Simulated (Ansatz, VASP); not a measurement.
**One calculation of AlN, two programs**

```
Al N
1.0
     0.00000    2.18399    2.18399
     2.18399    0.00000    2.18399
     2.18399    2.18399    0.00000
Al N
1 1
Direct
  0.00000 0.00000 0.00000
  0.25000 0.25000 0.25000
```

Alike in both runs: task relaxation of cell and atoms; functional revPBE; dispersion D3(BJ); k mesh 10 × 10 × 10; occupations fermi-dirac, width 0.05 eV; no spin polarisation.

|  | VASP | Ansatz |
| --- | --- | --- |
| version | VASP 6.6.1 | Ansatz 0.2.0 |
| potentials or method | VASP PAW PBE potentials, release 64 (Al, N) | Ansatz PAW |
| plane-wave cutoff (eV) | 600 | 420 |
| valence electrons in the cell | 8 | 8 |

Ansatz gave:

| Quantity | Value |
| --- | --- |
| relaxed volume (Å³/atom) | 10.37 |
| relaxed cell length with the largest relative difference (Å) | 3.084 |

Question: What did VASP give for the same quantities?

Answer: Relaxed volume (Å³/atom): 10.33; relaxed cell length with the largest relative difference (Å): 3.080.

VASP's potentials were made for PBE, not for revPBE.

Noted on Ansatz's run: the plane-wave basis is chosen anew once the cell has moved, so the energies of steps on either side of that aren't comparable.
